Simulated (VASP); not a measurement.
Set up this calculation in VASP 6.6.1, as the native input.

```
Task                   : single point
Functional             : PBE
Potentials or basis    : VASP PAW PBE potentials, release 64 (Ag, I)
Cutoff                 : 500 eV
k mesh                 : 10 × 10 × 6
Occupations            : fermi-dirac, width 0.05 eV
Spin                   : no spin polarisation
Dipole correction      : no
Further INCAR settings : ALGO = Normal; EDIFF = 1e-06; NBANDS = 26
```

The structure of AgI (wurtzite type) lies in POSCAR:

```
AgI
1.0
    4.6857383264      0.0000000000      0.0000000000
   -2.3428691632      4.0579684261      0.0000000000
    0.0000000000      0.0000000000      7.6664781241
Ag I
2 2
Direct
    0.3333333333      0.6666666667      0.0006015325
    0.6666666667      0.3333333333      0.5006015325
    0.3333333333      0.6666666667      0.3753984675
    0.6666666667      0.3333333333      0.8753984675
```

The input as run:

INCAR

```
PREC = Accurate ; ENCUT = 500
EDIFF = 1E-6 ; ISMEAR = -1
SIGMA = 0.05 ; LREAL = F
LASPH = T ; NELM = 120
ALGO = Normal ; ISIF = 2
LWAVE = F ; LCHARG = F
GGA = PE ; NBANDS = 26
GGA_COMPAT = F
```

KPOINTS

```
Automatic mesh
0
Gamma
  10 10 6
```

Potentials or basis: VASP PAW PBE potentials, release 64 (Ag, I).

Launch:

```sh
$ cat potpaw_PBE.64/Ag/POTCAR potpaw_PBE.64/I/POTCAR > POTCAR
$ mpirun -np 1 vasp_std > vasp.out
```

It gave:

The pressure is -0.1 GPa and the band gap on the k mesh is 1.37 eV, direct.

Caveat: spin-orbit coupling is left out, which moves the levels of the heavy elements.

It took 110 s on 1 thread of AMD EPYC 9R45 96-Core Processor (Zen 5), on a shared host, peak memory 0.32 GiB.
